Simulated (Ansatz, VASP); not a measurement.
**One calculation of Cu, two programs**

```
Cu
1.0
     0.00000    1.81487    1.81487
     1.81487    0.00000    1.81487
     1.81487    1.81487    0.00000
Cu
1
Direct
  0.00000 0.00000 0.00000
```

Alike in both runs: task relaxation of cell and atoms; functional PBE; dispersion D3(BJ); k mesh 20 × 20 × 20; occupations gaussian, width 0.1 eV; no spin polarisation.

```csv
,VASP,Ansatz
version,VASP 6.6.1,Ansatz 0.2.0
potentials or method,"VASP PAW PBE potentials, release 64 (Cu), cutoff 600 eV","scalar-relativistic, plane waves, PAW"
valence electrons in the cell,11,19
```

VASP gave:

| Quantity | Value |
| --- | --- |
| gap on the k mesh at the Fermi level, each at its own relaxed structure (eV) | none |
| relaxed volume (Å³/atom) | 11.36 |
| relaxed cell length with the largest relative difference (Å) | 2.523 |

Question: Which values does Ansatz return?

Answer: gap on the k mesh at the Fermi level, each at its own relaxed structure (eV): none; relaxed volume (Å³/atom): 11.31; relaxed cell length with the largest relative difference (Å): 2.520.

A gap of «none» marks a metal or a gap that the smearing closes. VASP's potentials hold 11 valence electrons a cell and Ansatz's 19, so a difference there can come from the potentials and not from the codes.
